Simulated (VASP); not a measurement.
Here is a VASP 6.6.1 calculation.

INCAR

```
PREC     = Accurate       # precision mode
ENCUT    = 520            # plane-wave cutoff, eV
EDIFF    = 1E-7           # SCF threshold, eV
ISMEAR   = 0              # smearing method
SIGMA    = 0.05           # smearing width, eV
LREAL    = False          # projectors in reciprocal space
LASPH    = True           # aspherical terms in the spheres
NELM     = 60             # most SCF steps
ALGO     = Normal         # electronic algorithm
ISIF     = 2              # what is computed and relaxed
LWAVE    = False          # write WAVECAR
LCHARG   = False          # write CHGCAR
GGA      = PE             # functional
NBANDS   = 36             # bands
```

File KPOINTS:

```
regular mesh
0
Gamma
  12 12 2
```

Contents of POSCAR:

```
C
1.0
    2.3882000000      0.0000000000      0.0000000000
   -1.1941000000      2.0682418693      0.0000000000
    0.0000000000      0.0000000000     12.1184000000
C
12
Direct
    0.0000000000      0.0000000000      0.1868593266
    0.0000000000      0.0000000000      0.6868593266
    0.0000000000      0.0000000000      0.3131406734
    0.0000000000      0.0000000000      0.8131406734
    0.3333333333      0.6666666667      0.5207665411
    0.6666666667      0.3333333333      0.0207665411
    0.3333333333      0.6666666667      0.9792334589
    0.6666666667      0.3333333333      0.4792334589
    0.3333333333      0.6666666667      0.6450950823
    0.6666666667      0.3333333333      0.1450950823
    0.3333333333      0.6666666667      0.8549049177
    0.6666666667      0.3333333333      0.3549049177
```

Potentials or basis: VASP PAW PBE potentials, release 64 (C).

Run with:

```sh
$ cat potpaw_PBE.64/C/POTCAR > POTCAR
$ mpirun -np 1 vasp_std > vasp.out
```

Q: Estimate the pressure.

A: 75.4 GPa.

Q: What does it give for the band gap on the k mesh?

A: 4.88 eV (least direct gap 5.09 eV).

Q: Estimate the largest force.

A: 0.406 eV/Å.

Stress tensor (GPa, compression positive):
```
90.43  0.00  0.00
 0.00 90.43  0.00
 0.00  0.00 45.23
```

Caveat: the stress differs along the axes, from 45 to 90 GPa. A k mesh can miss the band edges.
